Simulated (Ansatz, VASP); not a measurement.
# CdS: VASP beside Ansatz

```xyz
4
Lattice="4.1370 0.0000 0.0000 -2.0685 3.5828 0.0000 0.0000 0.0000 6.7217" Properties=species:S:1:pos:R:3 pbc="T T T"
Cd    0.0000    2.3885   -0.0065
Cd    2.0685    1.1943    3.3543
S     0.0000    2.3885    2.5271
S     2.0685    1.1943    5.8880
```

Alike in both runs: functional r2SCAN; k mesh 12 × 12 × 4; occupations fermi-dirac, width 0.02 eV; no spin polarisation.

Ansatz relaxed the structure, and its values are those at the end. VASP's run is a single point on that final structure, the one shown.

|  | VASP | Ansatz |
| --- | --- | --- |
| version | VASP 6.6.1 | Ansatz 0.2.0 |
| potentials or method | VASP PAW PBE potentials, release 64 (Cd, S), cutoff 520 eV | PAW plane waves |
| valence electrons in the cell | 36 | 52 |

|  | VASP | Ansatz | Ansatz less VASP |
| --- | --- | --- | --- |
| gap on the k mesh at the Fermi level (eV) | 1.68 | 1.68 | 0.000 |
| pressure (GPa) | 1.6 | 1.3 | -0.30 |

VASP's potentials were made for PBE, not for r2SCAN. VASP's potentials hold 36 valence electrons a cell and Ansatz's 52, so a difference there can come from the potentials and not from the codes. Ansatz's warnings: stress scf threshold loose.
